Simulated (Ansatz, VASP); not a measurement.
**One calculation of AlCu3, two programs**

```xyz
4
Lattice="3.6490 0.0000 0.0000 0.0000 3.6490 0.0000 0.0000 0.0000 3.6490" Properties=species:S:1:pos:R:3 pbc="T T T"
Al    0.0000    0.0000    0.0000
Cu    1.8245    1.7269    0.0000
Cu    1.8245    0.0000    1.8245
Cu    0.0000    1.9221    1.8245
```

Change from the starting cell: mode 5 frozen in at -0.096 Å, equal normal strain along x, y and z +0.0167.

Alike in both runs: task single point; functional LDA; k mesh 12 × 12 × 12; occupations gaussian, width 0.15 eV; no spin polarisation.

|  | VASP | Ansatz |
| --- | --- | --- |
| version | VASP 6.6.1 | Ansatz 0.2.0 |
| potentials or method | VASP PAW LDA potentials, release 64 (Al, Cu), cutoff 520 eV | scalar-relativistic, plane waves, PAW |
| valence electrons in the cell | 36 | 60 |

VASP gave:

```
gap on the k mesh at the Fermi level (eV)                     : none
pressure (GPa)                                                : -6.0
traceless stress, the component that is largest in VASP (GPa) : 0.11
rms of the force components (eV/Å)                            : 0.215
```

Problem. Which values does Ansatz return?

Solution. gap on the k mesh at the Fermi level (eV): none; pressure (GPa): -6.7; traceless stress, the component that is largest in VASP (GPa): 0.12; rms of the force components (eV/Å): 0.212.

Ansatz warns that its potentials were made for another functional, while VASP's fit it. LDA's correlation is that of Perdew and Zunger in VASP and of Perdew and Wang (1992) in Ansatz. Atom by atom the forces differ by 0.003 eV/Å (rms over components). A gap of «none» marks a metal or a gap that the smearing closes. VASP's potentials hold 36 valence electrons a cell and Ansatz's 60, so a difference there can come from the potentials and not from the codes.
